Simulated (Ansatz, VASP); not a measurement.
# One calculation of AlN, two programs

Contents of INCAR:

```
SYSTEM = AlN
PREC = Accurate ; ENCUT = 520
EDIFF = 1E-6 ; ISMEAR = 0
SIGMA = 0.01 ; LREAL = .False.
LASPH = .True. ; NELM = 60
ALGO = Normal ; ISIF = 2
LWAVE = .False. ; LCHARG = .False.
GGA = CA ; NBANDS = 16
```

The input KPOINTS:

```
Automatic mesh
0
Gamma
  9 9 6
  0 0 0
```

Contents of POSCAR:

```
AlN
1.0
    3.1135756528      0.0000000000      0.0000000000
   -1.5567878264      2.6964356119      0.0000000000
    0.0000000000      0.0000000000      4.9831268775
Al N
2 2
Direct
    0.3333333333      0.6666666667     -0.0177043213
    0.6666666667      0.3333333333      0.4822956787
    0.3333333333      0.6666666667      0.3997043213
    0.6666666667      0.3333333333      0.8997043213
```

Input for Ansatz:

```yaml
crystal:
  lattice:
    - [3.1135756528, 0.0, 0.0]
    - [-1.5567878264, 2.6964356119, 0.0]
    - [0.0, 0.0, 4.9831268775]
  atoms:
    - { symbol: Al, position: [0.3333333333, 0.6666666667, -0.0177043213] }
    - { symbol: Al, position: [0.6666666667, 0.3333333333, 0.4822956787] }
    - { symbol: "N", position: [0.3333333333, 0.6666666667, 0.3997043213] }
    - { symbol: "N", position: [0.6666666667, 0.3333333333, 0.8997043213] }
basis:
  ecutwfc: 420
  xc_grid: 2
kpoints:
  mp_grid: { grid: [9, 9, 6] }
hamiltonian:
  xc: lda
  pseudopotentials: { kind: paw, azcp: { folder: soft_1 } }
scf:
  occupations: { method: fixed }
output:
  forces: true
  stress: true
  eigenvalues: true
  polarization: {}
```

Change from the starting cell: polar distortion scaled by 0.70.

Alike in both runs: task single point; functional LDA; k mesh 9 × 9 × 6; no spin polarisation.

|  | VASP | Ansatz |
| --- | --- | --- |
| version | VASP 6.6.1 | Ansatz 0.2.0 |
| potentials or method | VASP PAW LDA potentials, release 64 (Al, N), cutoff 520 eV | scalar-relativistic, plane waves, PAW |
| occupations | gaussian, width 0.01 eV | fixed |
| valence electrons in the cell | 16 | 16 |

```tsv
	VASP	Ansatz	Ansatz less VASP
gap on the k mesh at the Fermi level (eV)	3.64	3.63	-0.010
least direct gap on the mesh (eV)	3.64	3.63	-0.010
pressure (GPa)	-2.3	-3.0	-0.60
traceless stress, the component that is largest in VASP (GPa)	-10.77	-10.33	+0.444
rms of the force components (eV/Å)	0.733	0.720	-0.0131
```

Ansatz warns that its potentials were made for another functional, while VASP's fit it. LDA's correlation is that of Perdew and Zunger in VASP and of Perdew and Wang (1992) in Ansatz. Atom by atom the forces differ by 0.013 eV/Å (rms over components).
